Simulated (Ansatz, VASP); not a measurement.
One calculation of TaTeI2, two programs

```xyz
4
Lattice="3.4675 0.0000 0.0000 0.0000 4.8366 0.0000 0.0000 0.0000 9.0059" Properties=species:S:1:pos:R:3 pbc="T T T"
Ta    1.7338    2.4183    0.0000
Te    0.0000    0.0000    0.0000
I     0.0000    2.4183    6.5983
I     0.0000    2.4183    2.4075
```

Alike in both runs: functional PBE; k mesh 4 × 4 × 4; occupations gaussian, width 0.1 eV; no spin polarisation.

Ansatz relaxed the structure, and its values are those at the end. VASP's run is a single point on that final structure, the one shown.

|  | VASP | Ansatz |
| --- | --- | --- |
| version | VASP 6.6.1 | Ansatz 0.2.0 |
| potentials or method | VASP PAW PBE potentials, release 64 (Ta_pv, Te, I), cutoff 520 eV | scalar-relativistic, plane waves, PAW |
| valence electrons in the cell | 31 | 63 |

```csv
,VASP,Ansatz,Ansatz less VASP
gap on the k mesh at the Fermi level (eV),none,none,-
pressure (GPa),0.0,0.0,0.00
rms of the force components (eV/Å),0.011,0.012,+0.0005
```

A gap of «none» marks a metal or a gap that the smearing closes. VASP's potentials hold 31 valence electrons a cell and Ansatz's 63, so a difference there can come from the potentials and not from the codes.

The k mesh is coarse, so the values compare programs but aren't converged. Neither program's run includes spin-orbit coupling.
